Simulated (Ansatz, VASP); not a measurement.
## Two plane-wave programs on SrTiO3

```
Sr Ti O
1.0
     2.78801    1.60966    2.28988
    -2.78801    1.60966    2.28988
     0.00000   -3.21931    2.28988
Sr Ti O
1 1 3
Direct
  0.98546 0.98546 0.98546
  0.48242 0.48242 0.48242
  0.50592 0.50592 0.01063
  0.01063 0.50592 0.50592
  0.50592 0.01063 0.50592
```

Change from the starting cell: the structure that the rattled cell fell into.

Alike in both runs: task single point; functional PBE; k mesh 6 × 6 × 6; occupations gaussian, width 0.1 eV; no spin polarisation.

|  | VASP | Ansatz |
| --- | --- | --- |
| version | VASP 6.6.1 | Ansatz 0.2.0 |
| potentials or method | VASP PAW PBE potentials, release 64 (Sr_sv, Ti_sv, O), cutoff 520 eV | scalar-relativistic, plane waves, PAW |
| valence electrons in the cell | 40 | 40 |

Ansatz gave:

* gap on the k mesh at the Fermi level (eV): 2.36
* least direct gap on the mesh (eV): 2.94
* pressure (GPa): 0.8
* traceless stress, the component that is largest in VASP (GPa): -0.27
* rms of the force components (eV/Å): 0.136

**Question.** Estimate VASP's values.

**Answer.** gap on the k mesh at the Fermi level (eV): 2.33; least direct gap on the mesh (eV): 2.92; pressure (GPa): 1.4; traceless stress, the component that is largest in VASP (GPa): -0.30; rms of the force components (eV/Å): 0.160.

Atom by atom the forces differ by 0.028 eV/Å (rms over components).
